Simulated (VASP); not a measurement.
# Sb (Pm-3m) in VASP: a series of runs

Sb is run at these levels: PBE, r2SCAN; tasks: single point.

Everything below comes from runs of VASP 6.6.1. Logs are shortened: lines on timing, memory, paths and dates and some standing lists are left out, and cuts for length are marked.

### Step 1. The cell of the first run

The structure is cubic, space group Pm-3m (No. 221). Conventional cell: a = 3.078 Å, b = 3.078 Å, c = 3.078 Å, α = 90.00°, β = 90.00°, γ = 90.00°. Within 4.1 Å of Sb (site symmetry m-3m) lie 6 Sb at 3.08 Å.

### Step 2. Single point, PBE (volume scaled by 0.97)

INCAR reads:

```
  PREC = Accurate
  ENCUT = 520
  EDIFF = 1E-6
  ISMEAR = 0
  SIGMA = 0.1
  LREAL = F
  LASPH = T
  NELM = 60
  ALGO = Normal
  ISIF = 2
  LWAVE = F
  LCHARG = F
  GGA = PE
  NBANDS = 8
```

KPOINTS reads:

```
regular mesh
0
Gamma
  18 18 18
```

POSCAR reads:

```
Sb
1.0
    3.0781270915      0.0000000000      0.0000000000
    0.0000000000      3.0781270915      0.0000000000
    0.0000000000      0.0000000000      3.0781244910
Sb
1
Direct
    0.0000000000      0.0000000000      0.0000000000
```

Potentials or basis: VASP PAW PBE potentials, release 64 (Sb).

Launch:

```console
$ cat potpaw_PBE.64/Sb/POTCAR > POTCAR
$ mpirun -np 1 vasp_std > vasp.out
```

OUTCAR:

```text
PREC = Accurate
   ENCUT = 520
   EDIFF = 1E-6
   ISMEAR = 0
   LREAL = F
   LASPH = T
   NELM = 60
   ISIF = 2
   GGA = PE

 ion  position               nearest neighbor table
   1  0.000  0.000  0.000-

  LATTYP: Found a simple cubic cell.
 ALAT       =     3.0781270915

  Lattice vectors:

 A1 = (   3.0781270915,   0.0000000000,   0.0000000000)
 A2 = (   0.0000000000,   3.0781270915,   0.0000000000)
 A3 = (   0.0000000000,   0.0000000000,   3.0781244910)

Analysis of symmetry for initial positions (statically):
=====================================================================
 Subroutine PRICEL returns:
 Original cell was already a primitive cell.

 Routine SETGRP: Setting up the symmetry group for a
 simple cubic supercell.

 Subroutine GETGRP returns: Found 48 space group operations
 (whereof 48 operations were pure point group operations)
 out of a pool of 48 trial point group operations.

The static configuration has the point symmetry O_h .

Analysis of symmetry for dynamics (positions and initial velocities):
=====================================================================
 Subroutine PRICEL returns:
 Original cell was already a primitive cell.

 Routine SETGRP: Setting up the symmetry group for a
 simple cubic supercell.

 Subroutine GETGRP returns: Found 48 space group operations
 (whereof 48 operations were pure point group operations)
 out of a pool of 48 trial point group operations.

The dynamic configuration has the point symmetry O_h .

 Subroutine INISYM returns: Found 48 space group operations
 (whereof 48 operations are pure point group operations),
 and found     1 'primitive' translations

----------------------------------------------------------------------------------------

                                     Primitive cell

  volume of cell :      29.1648

  direct lattice vectors                    reciprocal lattice vectors
     3.078127091  0.000000000  0.000000000     0.324872876  0.000000000  0.000000000
     0.000000000  3.078127091  0.000000000     0.000000000  0.324872876  0.000000000
     0.000000000  0.000000000  3.078124491     0.000000000  0.000000000  0.324873150

  length of vectors
     3.078127091  3.078127091  3.078124491     0.324872876  0.324872876  0.324873150

  position of ions in fractional coordinates (direct lattice)
     0.000000000  0.000000000  0.000000000

  ion indices of the primitive-cell ions
   primitive index   ion index
                 1           1

----------------------------------------------------------------------------------------

 KPOINTS: regular mesh

Automatic generation of k-mesh.
 Grid dimensions read from file:
 generate k-points for:   18   18   18

 Generating k-lattice:

  Cartesian coordinates                     Fractional coordinates (reciprocal lattice)
     0.018048493  0.000000000  0.000000000     0.055555556  0.000000000  0.000000000
     0.000000000  0.018048493  0.000000000     0.000000000  0.055555556  0.000000000
     0.000000000  0.000000000  0.018048508     0.000000000  0.000000000  0.055555556

  Length of vectors
     0.018048493  0.018048493  0.018048508

  Shift w.r.t. Gamma in fractional coordinates (k-lattice)
     0.000000000  0.000000000  0.000000000

 Subroutine IBZKPT returns following result:
 ===========================================

 Found    220 irreducible k-points:

 Following reciprocal coordinates:
            Coordinates               Weight
  0.000000  0.000000  0.000000      1.000000
  0.055556  0.000000  0.000000      6.000000
  0.111111  0.000000  0.000000      6.000000
  0.166667  0.000000  0.000000      6.000000
  0.222222  0.000000  0.000000      6.000000
  0.277778  0.000000  0.000000      6.000000
[... 16 lines left out ...]
  0.277778  0.111111  0.000000     24.000000
  0.333333  0.111111  0.000000     24.000000
 [... further k-points ...]
   k-points           NKPTS =    220   k-points in BZ     NKDIM =    220   number of bands    NBANDS=      8
   number of dos      NEDOS =    301   number of ions     NIONS =      1
   total plane-waves  NPLWV =  13824
   dimension x,y,z NGX =    24 NGY =   24 NGZ =   24
   dimension x,y,z NGXF=    48 NGYF=   48 NGZF=   48
   ions per type =               1
   NGX,Y,Z   is equivalent  to a cutoff of  12.96, 12.96, 12.96 a.u.
   NGXF,Y,Z  is equivalent  to a cutoff of  25.92, 25.92, 25.92 a.u.
 SYSTEM =  unknown system
   PREC   = accura    normal or accurate (medium, high low for compatibility)
   ISTART =      0    job   : 0-new  1-cont  2-samecut
   ICHARG =      2    charge: 1-file 2-atom 10-const
   ISPIN  =      1    spin polarized calculation?
   LNONCOLLINEAR =      F non collinear calculations
   LSORBIT =      F    spin-orbit coupling
   LASPH  =      T    aspherical Exc in radial PAW
   ENCUT  =  520.0 eV  38.22 Ry    6.18 a.u.   5.72  5.72  5.72*2*pi/ulx,y,z
   NELM   =     60;   NELMIN=  2; NELMDL= -5     # of ELM steps
   EDIFF  = 0.1E-05   stopping-criterion for ELM
   LREAL  =      F    real-space projection
   EDIFFG = 0.1E-04   stopping-criterion for IOM
   NSW    =      0    number of steps for IOM
   IBRION =     -1    ionic relax: 0-MD 1-quasi-New 2-CG
   NFREE  =      0    steps in history (QN), initial steepest desc. (CG)
   ISIF   =      2    stress and relaxation
   ISYM   =      2    0-nonsym 1-usesym 2-fastsym
   POTIM  = 0.5000    time-step for ionic-motion
   TEBEG  =    0.0;   TEEND  =   0.0 temperature during run
   PSTRESS=    0.0 pullay stress
   NELECT =       5.0000    total number of electrons
   NUPDOWN=      -1.0000    fix difference up-down
   EMIN   =  10.00;   EMAX   =-10.00  energy-range for DOS
   EFERMI =   0.00;   METHOD = LEGACY
   ISMEAR =     0;   SIGMA  =   0.10  broadening in eV -4-tet -1-fermi 0-gaus
   EFERMI_NEDOS =   21; number of points for ismear=-14 and -15
   IALGO  =     38    algorithm
   IMIX   =      4    mixing-type and parameters
     AMIX     =   0.40;   BMIX     =  1.00
     AMIX_MAG =   1.60;   BMIX_MAG =  1.00
  volume/ion in A,a.u.               =      29.16       196.81
  Fermi-wavevector in a.u.,A,eV,Ry     =   0.909449  1.718610 11.253347  0.827098
  Thomas-Fermi vector in A             =   2.033495
   LORBIT       =      0    0 simple, 1 ext, 2 COOP (PROOUT), +10 PAW based schemes
   GGA     = PE    functional components
   LHFCALC =     F    Hartree Fock is set to
   AEXX    =    0.0000 exact exchange contribution
   IVDW    =     0    specifies the selected vdW correction
   LEPSILON=     F    determine dielectric tensor
   LRPA    =     F    only Hartree local field effects (RPA)
 non-spin polarized calculation
 Gauss-broadening in eV      SIGMA  =   0.10
  energy-cutoff  :      520.00
  volume of cell :       29.16
 maximum number of plane-waves:       840
 NGX is ok and might be reduce to    24
   NGX = 11   NGY = 11   NGZ = 11

 number of electron       5.0000000 magnetization

 Free energy of the ion-electron system (eV)
  ---------------------------------------------------
  ext. energy  EPLUGINS =         0.00000000
  ---------------------------------------------------
  free energy    TOTEN  =        -4.08906183 eV

  energy without entropy =       -4.08653555  energy(sigma->0) =       -4.08779869

 E-fermi :   7.4528     XC(G=0):  -9.7207

 val. band max:        7.4221050673   @ k =   0.1667   0.0000   0.0000
 cond. band min:       7.4655267598   @ k =   0.1667   0.0556   0.0000
 fundamental gap:      0.0434216924
 Fermi energy:         7.4528189973

 k-point     1 :       0.0000    0.0000    0.0000
  band No.  band energies     occupation
      1      -5.1393      2.00000
      2      10.7477      0.00000
      3      10.7477      0.00000
      4      10.7477      0.00000
      5      14.3637      0.00000
      6      14.3637      0.00000
      7      15.8235      0.00000
      8      25.1868      0.00000

 k-point     2 :       0.0556    0.0000    0.0000
  band No.  band energies     occupation
      1      -5.0935      2.00000
      2      10.1113      0.00000
      3      10.7933      0.00000
      4      10.7934      0.00000
      5      14.3996      0.00000
      6      14.7990      0.00000
      7      16.1226      0.00000
      8      24.7267      0.00000

 k-point     3 :       0.1111    0.0000    0.0000
  band No.  band energies     occupation
      1      -4.9565      2.00000
      2       8.8288      0.00000
      3      10.9284      0.00000
      4      10.9284      0.00000
      5      14.5068      0.00000
      6      15.2698      0.00000
      7      17.2242      0.00000
      8      23.8516      0.00000

 k-point     4 :       0.1667    0.0000    0.0000
  band No.  band energies     occupation
      1      -4.7308      2.00000
      2       7.4221      1.33597
      3      11.1466      0.00000
      4      11.1466      0.00000
      5      14.6845      0.00000
      6      15.5664      0.00000
      7      18.8002      0.00000
      8      22.8913      0.00000

 k-point     5 :       0.2222    0.0000    0.0000
  band No.  band energies     occupation
      1      -4.4215      2.00000
      2       6.0440      2.00000
      3      11.4363      0.00000
      4      11.4364      0.00000
      5      14.9302      0.00000
      6      15.8738      0.00000
      7      20.4551      0.00000
      8      21.9336      0.00000

 k-point     6 :       0.2778    0.0000    0.0000
  band No.  band energies     occupation
      1      -4.0385      2.00000
      2       4.7549      2.00000
      3      11.7787      0.00000
      4      11.7787      0.00000
      5      15.2389      0.00000
      6      16.2409      0.00000
      7      21.0250      0.00000
      8      21.0250      0.00000

 k-point     7 :       0.3333    0.0000    0.0000
  band No.  band energies     occupation
      1      -3.6024      2.00000
      2       3.5983      2.00000
      3      12.1433      0.00000
      4      12.1434      0.00000
      5      15.5998      0.00000
      6      16.6797      0.00000
      7      20.2096      0.00000
      8      20.2097      0.00000

 k-point     8 :       0.3889    0.0000    0.0000
  band No.  band energies     occupation
      1      -3.1562      2.00000
      2       2.6302      2.00000
      3      12.4840      0.00000
      4      12.4840      0.00000
      5      15.9865      0.00000
      6      17.1886      0.00000
      7      19.5422      0.00000
      8      19.5422      0.00000

 k-point     9 :       0.4444    0.0000    0.0000
  band No.  band energies     occupation
      1      -2.7876      2.00000
      2       1.9456      2.00000
      3      12.7358      0.00000
      4      12.7359      0.00000
      5      16.3312      0.00000
      6      17.7359      0.00000
      7      19.0924      0.00000
      8      19.0925      0.00000

 k-point    10 :       0.5000    0.0000    0.0000
  band No.  band energies     occupation
      1      -2.6361      2.00000
      2       1.6885      2.00000
      3      12.8304      0.00000
      4      12.8305      0.00000
      5      16.4850      0.00000
      6      18.0810      0.00000
      7      18.9302      0.00000
      8      18.9317      0.00000
[... 78 lines left out ...]
 k-point    18 :       0.4444    0.0556    0.0000
  band No.  band energies     occupation
      1      -2.7411      2.00000
      2       1.9896      2.00000
      3      12.1616      0.00000
      4      12.7831      0.00000
      5      16.6618      0.00000
      6      17.1796      0.00000
      7      18.5685      0.00000
      8      19.1267      0.00000

 k-point    19 :       0.5000    0.0556    0.0000
  band No.  band energies     occupation
      1      -2.5895      2.00000
      2       1.7322      2.00000
      3      12.2661      0.00000
      4      12.8778      0.00000
      5      16.8255      0.00000
      6      17.1187      0.00000
      7      18.6024      0.00000
      8      18.9659      0.00000

 k-point    20 :       0.1111    0.1111    0.0000
  band No.  band energies     occupation
      1      -4.7736      2.00000
      2       8.8867      0.00000
      3       9.1348      0.00000
      4      11.1096      0.00000
      5      14.9989      0.00000
      6      16.7210      0.00000
      7      17.6757      0.00000
      8      22.0530      0.00000

 k-point    21 :       0.1667    0.1111    0.0000
  band No.  band energies     occupation
      1      -4.5479      2.00000
      2       7.5907      0.05121
      3       9.2433      0.00000
      4      11.3282      0.00000
      5      15.2086      0.00000
      6      17.2315      0.00000
      7      18.8647      0.00000
      8      21.0263      0.00000

 k-point    22 :       0.2222    0.1111    0.0000
  band No.  band energies     occupation
      1      -4.2383      2.00000
      2       6.2176      2.00000
      3       9.5322      0.00000
      4      11.6187      0.00000
      5      15.4721      0.00000
      6      17.4503      0.00000
      7      19.5304      0.00000
      8      20.9506      0.00000

 k-point    23 :       0.2778    0.1111    0.0000
  band No.  band energies     occupation
      1      -3.8551      2.00000
      2       4.9299      2.00000
      3       9.8848      0.00000
      4      11.9619      0.00000
      5      15.7967      0.00000
      6      17.4671      0.00000
      7      19.0082      0.00000
      8      21.1560      0.00000

 k-point    24 :       0.3333    0.1111    0.0000
  band No.  band energies     occupation
      1      -3.4186      2.00000
      2       3.7736      2.00000
      3      10.2730      0.00000
      4      12.3277      0.00000
      5      16.1646      0.00000
      6      17.0784      0.00000
      7      18.8743      0.00000
      8      20.3438      0.00000

 [... further k-points ...]

------------------------ aborting loop because EDIFF is reached ----------------------------------------

  FORCE on cell =-STRESS in cart. coord.  units (eV):
  Direction    XX          YY          ZZ          XY          YZ          ZX
  --------------------------------------------------------------------------------------
  -------------------------------------------------------------------------------------
  Total        0.3274678      0.3274678      0.3274672     -0.0000000      0.0000000     -0.0000000
  in kB       17.9895325     17.9895325     17.9895021     -0.0000000      0.0000000     -0.0000000
  external PRESSURE =      17.9895223 kB  Pullay stress =       0.0000000 kB

 VOLUME and BASIS-vectors are now :
 -----------------------------------------------------------------------------
  energy-cutoff  :      520.00
  volume of cell :       29.16
      direct lattice vectors                 reciprocal lattice vectors
     3.078127091  0.000000000  0.000000000     0.324872876  0.000000000  0.000000000
     0.000000000  3.078127091  0.000000000     0.000000000  0.324872876  0.000000000
     0.000000000  0.000000000  3.078124491     0.000000000  0.000000000  0.324873150

 POSITION                                       TOTAL-FORCE (eV/Angst)
 -----------------------------------------------------------------------------------
      0.00000      0.00000      0.00000         0.000000      0.000000      0.000000
 -----------------------------------------------------------------------------------
    total drift:                               -0.000000      0.000000      0.000000

  FREE ENERGIE OF THE ION-ELECTRON SYSTEM (eV)
  ---------------------------------------------------
  free  energy   TOTEN  =        -4.0890618274 eV

  energy  without entropy=       -4.0865355525  energy(sigma->0) =       -4.08779869
```

Run time: 8.6 s. Hardware: 1 thread of Intel Xeon 6975P-C (Granite Rapids), shared host; peak memory 0.17 GiB.

What came out:

| Item | Value |
| --- | --- |
| Free energy | -4.0891 eV |
| Pressure | 1.8 GPa |

Caveat: the cell differs from its parent crystal (volume scaled by 0.97); spin-orbit coupling is left out, which moves the levels of the heavy elements.

### Step 3. Single point, r2SCAN

This run uses another cell than the first one, of 30.07 Å³/atom, 1.031 times its volume.

POSCAR reads:

```
Sb
1.0
    3.1095387212      0.0000000000      0.0000000000
    0.0000000000      3.1095387212      0.0000000000
    0.0000000000      0.0000000000      3.1095360941
Sb
1
Direct
    0.0000000000      0.0000000000      0.0000000000
```

INCAR.step1 reads:

```
SYSTEM = Sb
PREC = Accurate
ENCUT = 520
ISMEAR = 0
SIGMA = 0.1
LREAL = .False.
LASPH = .True.
NELM = 60
NBANDS = 8
GGA = PE
ALGO = Normal
EDIFF = 1E-4
LWAVE = .True.
LCHARG = .False.
```

INCAR.step2 reads:

```
SYSTEM = Sb
PREC = Accurate
ENCUT = 520
EDIFF = 1E-6
ISMEAR = 0
SIGMA = 0.1
LREAL = .False.
LASPH = .True.
NELM = 60
ALGO = Normal
ISIF = 2
LWAVE = .False.
LCHARG = .False.
METAGGA = R2SCAN
LMIXTAU = .True.
NBANDS = 8
ISTART = 1
```

KPOINTS reads:

```
Automatic mesh
0
Gamma
  18 18 18
  0 0 0
```

Potentials or basis: VASP PAW PBE potentials, release 64 (Sb).

Launch:

```console
$ cat potpaw_PBE.64/Sb/POTCAR > POTCAR
$ cp INCAR.step1 INCAR
$ mpirun -np 1 vasp_std > vasp.out
$ cp INCAR.step2 INCAR
$ mpirun -np 1 vasp_std > vasp.out
```

Run time: 31 s. Hardware: 1 thread of Intel Xeon 6975P-C (Granite Rapids), shared host; peak memory 0.18 GiB.

It converged, with:

```
Free energy : -25.6393 eV
Pressure    : -1.2 GPa
```

Levels at points of the mesh, in eV from the Fermi level:
```tsv
k point	band 1	band 2	band 3	band 4	band 5	band 6
(0.00, 0.00, 0.00)	-12.95	3.39	3.39	3.39	7.21	7.21
(0.50, 0.00, 0.00)	-10.41	-5.84	5.49	5.49	9.28	11.28
(0.50, 0.50, 0.00)	-7.66	-3.78	-3.78	2.48	7.66	13.40
(0.50, 0.50, 0.50)	-4.54	-1.83	-1.83	-1.83	5.16	5.16
```

Caveat: the PAW data sets were made with another functional, which shifts forces and pressure a little; spin-orbit coupling is left out, which moves the levels of the heavy elements.
